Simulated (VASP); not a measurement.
Here is a VASP 6.6.1 calculation.

Contents of INCAR:

```
PREC     = Accurate       # precision mode
ENCUT    = 520            # plane-wave cutoff, eV
EDIFF    = 1E-6           # SCF threshold, eV
ISMEAR   = 0              # smearing method
SIGMA    = 0.1            # smearing width, eV
LREAL    = F              # projectors in reciprocal space
LASPH    = T              # aspherical terms in the spheres
NELM     = 100            # most SCF steps
ALGO     = Normal         # electronic algorithm
ISIF     = 2              # what is computed and relaxed
LWAVE    = F              # write WAVECAR
LCHARG   = F              # write CHGCAR
GGA      = PE             # functional
IVDW     = 12             # dispersion correction
NBANDS   = 14             # bands
```

The input KPOINTS:

```
regular mesh
0
Gamma
  18 18 10
```

The input POSCAR:

```
TiAl
1.0
    2.8324542030      0.0000000029      0.0000000000
   -1.4162271040      2.4529772934      0.0000000000
    0.0000000000      0.0000000000      4.5977477098
Ti Al
1 1
Direct
    0.0000000000      0.0000000000      0.0000000000
    0.3333333333      0.6666666667      0.5000000000
```

Potentials or basis: VASP PAW PBE potentials, release 64 (Ti_sv, Al).

The run is started by

```bash
$ cat potpaw_PBE.64/Ti_sv/POTCAR potpaw_PBE.64/Al/POTCAR > POTCAR
$ mpirun -np 1 vasp_std > vasp.out
```

(1) Predict the dispersion energy per atom.

(2) Estimate the pressure.

## Answers

(1) -0.490 eV.

(2) -0.1 GPa.

Caveat: pairwise dispersion overbinds metals, which lowers pressure and volume.
